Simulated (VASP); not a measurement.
Runs of VASP 6.6.1 on Cr. The structure is that of space group Im-3m (No. 229), or close to it. The cells are those of the table. 

```csv
task,cell,k mesh,cutoff (eV),gap on the mesh (eV),pressure (GPa)
relaxation of cell and atoms,"relaxed to 1 GPa from a = 2.429 Å, angles 109.5°, 1 atom",20 × 20 × 20,600,none,1.1
relaxation of cell and atoms,"relaxed to -1 GPa from a = 2.445 Å, angles 109.5°, 1 atom",20 × 20 × 20,600,none,-1.1
single point,"a = 2.426 Å, angles 109.5°, 1 atom",20 × 20 × 20,520,none,3.5
relaxation of cell and atoms,"relaxed to 4 GPa from a = 2.426 Å, angles 109.5°, 1 atom",20 × 20 × 20,600,none,4.1
single point,"a = 2.331 Å, angles 109.5°, 1 atom",22 × 22 × 22,520,none,(a)
single point,"a = 2.274 Å, angles 109.5°, 1 atom",22 × 22 × 22,520,none,90.2
relaxation of cell and atoms,"relaxed from a = 2.438 Å, angles 109.5°, 1 atom",20 × 20 × 20,600,none,0.0
relaxation of cell and atoms,"relaxed to 12 GPa from a = 2.405 Å, angles 109.5°, 1 atom",20 × 20 × 20,600,none,12.0
```

Alike in all rows: level PBEsol; potentials or basis VASP PAW PBE potentials, release 64 (Cr_pv); no spin polarisation; smearing gaussian 0.1 eV.

**Question.** Estimate the missing entries.

**Answer.** (a) 49.6.

Caveats: the PAW data sets were made with another functional, which shifts forces and pressure a little; the run has no spin polarisation, though such a crystal can be magnetic; the cell is relaxed towards a set pressure, so the run minimises the enthalpy, not the energy (at least some runs); the cell stands under pressure (at least some runs); an empty level that is flat over the whole mesh can mark a ghost state of the potentials, or a narrow d or f band (at least some runs).

A gap of «none» marks levels without a gap at the run's occupations.
